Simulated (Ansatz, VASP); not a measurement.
**One calculation of ZnS, two programs**

```
Zn S
1.0
     3.94824    0.00000    0.00000
    -1.97412    3.41927    0.00000
     0.00000    0.00000    6.30372
Zn S
2 2
Direct
  0.31635 0.66667 0.00520
  0.68365 0.33333 0.50520
  0.34706 0.66667 0.37980
  0.65294 0.33333 0.87980
```

Change from the starting cell: mode 4 frozen in at -0.065 Å, equal normal strain along x and y +0.0267.

Alike in both runs: task single point; functional PBE; k mesh 9 × 9 × 4; occupations gaussian, width 0.05 eV; no spin polarisation.

|  | VASP | Ansatz |
| --- | --- | --- |
| version | VASP 6.6.1 | Ansatz 0.2.0 |
| potentials or method | VASP PAW PBE potentials, release 64 (Zn, S), cutoff 520 eV | scalar-relativistic, plane waves, PAW |
| valence electrons in the cell | 36 | 36 |

Ansatz gave:

```
gap on the k mesh at the Fermi level (eV)                     : 1.86
least direct gap on the mesh (eV)                             : 1.86
pressure (GPa)                                                : -3.2
traceless stress, the component that is largest in VASP (GPa) : 1.87
rms of the force components (eV/Å)                            : 0.073
```

**Question.** Which values does VASP return?

**Answer.** gap on the k mesh at the Fermi level (eV): 1.86; least direct gap on the mesh (eV): 1.86; pressure (GPa): -3.1; traceless stress, the component that is largest in VASP (GPa): 1.88; rms of the force components (eV/Å): 0.074.

Atom by atom the forces differ by 0.001 eV/Å (rms over components).
